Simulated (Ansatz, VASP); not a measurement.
## Na in VASP and in Ansatz

File INCAR:

```
SYSTEM = Na
  PREC = Accurate
  ENCUT = 520
  EDIFF = 1E-7
  ISMEAR = -1
  SIGMA = 0.1
  LREAL = .False.
  LASPH = .True.
  NELM = 100
  ALGO = Normal
  ISIF = 2
  LWAVE = .False.
  LCHARG = .False.
  GGA = CA
  NBANDS = 10
```

The input KPOINTS:

```
Automatic mesh
0
Gamma
  18 18 18
  0 0 0
```

The input POSCAR:

```
Na
1.0
   -2.0287155330      2.0287155330      2.0287155330
    2.0287155330     -2.0287155330      2.0287155330
    2.0287155330      2.0287155330     -2.0287155330
Na
1
Direct
    0.0000000000      0.0000000000      0.0000000000
```

Input for Ansatz:

```yaml
crystal:
  lattice:
    - [-2.028715533, 2.028715533, 2.028715533]
    - [2.028715533, -2.028715533, 2.028715533]
    - [2.028715533, 2.028715533, -2.028715533]
  atoms:
    - { symbol: Na, position: [0.0, 0.0, 0.0] }
hamiltonian:
  xc: lda
  pseudopotentials:
    kind: paw
    azcp:
      Na: "pseudopotentials/Na.paw.azcp"
basis:
  ecutwfc: 420
  fft_grid_basis: typed
kpoints:
  mp_grid: { grid: [18, 18, 18], shift: [0, 0, 0] }
magnetization:
  spin_polarized: false
scf:
  occupations: { method: fermi_dirac, width: 0.1 }
output:
  stress: true
```

Alike in both runs: task single point; functional LDA; k mesh 18 × 18 × 18; occupations fermi-dirac, width 0.1 eV; no spin polarisation.

```csv
,VASP,Ansatz
version,VASP 6.6.1,Ansatz 0.2.0
potentials or method,"VASP PAW LDA potentials, release 64 (Na_pv), cutoff 520 eV","plane waves (420 eV) with PAW, scalar-relativistic"
valence electrons in the cell,7,9
```

|  | VASP | Ansatz | Ansatz less VASP |
| --- | --- | --- | --- |
| pressure (GPa) | 0.0 | 0.0 | +0.01 |

Ansatz warns that its potentials were made for another functional, while VASP's fit it. LDA's correlation is that of Perdew and Zunger in VASP and of Perdew and Wang (1992) in Ansatz. VASP's potentials hold 7 valence electrons a cell and Ansatz's 9, so a difference there can come from the potentials and not from the codes.
